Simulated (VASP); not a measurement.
ZnSe, 4 atoms in the cell. The structure is tetragonal, space group P4/nmm (No. 129). The conventional cell has a = 3.885 Å, b = 3.885 Å, c = 5.860 Å, α = 90.00°, β = 90.00°, γ = 90.00°. Within 3.3 Å of Zn (site symmetry -4m2) lie 4 Se at 2.50 Å and 4 Zn at 2.75 Å. Within 3.3 Å of Se (site symmetry 4mm) lie 4 Zn at 2.50 Å. 

| Item | Value |
| --- | --- |
| Program | VASP 6.6.1 |
| Task | single point |
| Functional | PBEsol |
| Potentials or basis | VASP PAW PBE potentials, release 64 (Zn, Se) |
| Cutoff | 520 eV |
| k mesh | 8 × 8 × 6 |
| Occupations | gaussian, width 0.05 eV |
| Spin | no spin polarisation |
| Dipole correction | no |
| Further INCAR settings | ALGO = Normal; EDIFF = 1e-06; NBANDS = 26 |

Potentials or basis: VASP PAW PBE potentials, release 64 (Zn, Se).

The run is started by

```sh
$ cat potpaw_PBE.64/Zn/POTCAR potpaw_PBE.64/Se/POTCAR > POTCAR
$ mpirun -np 1 vasp_std > vasp.out
```

Hardware: 1 thread of Intel(R) Xeon(R) Platinum 8488C (Sapphire Rapids) (shared host).

**Question.** How long does it take, and how much memory?

**Answer.** Wall time 67 s on 1 thread of Intel(R) Xeon(R) Platinum 8488C (Sapphire Rapids) (shared host), peak memory 0.27 GiB. Counts: scf iterations 12, k points 60.
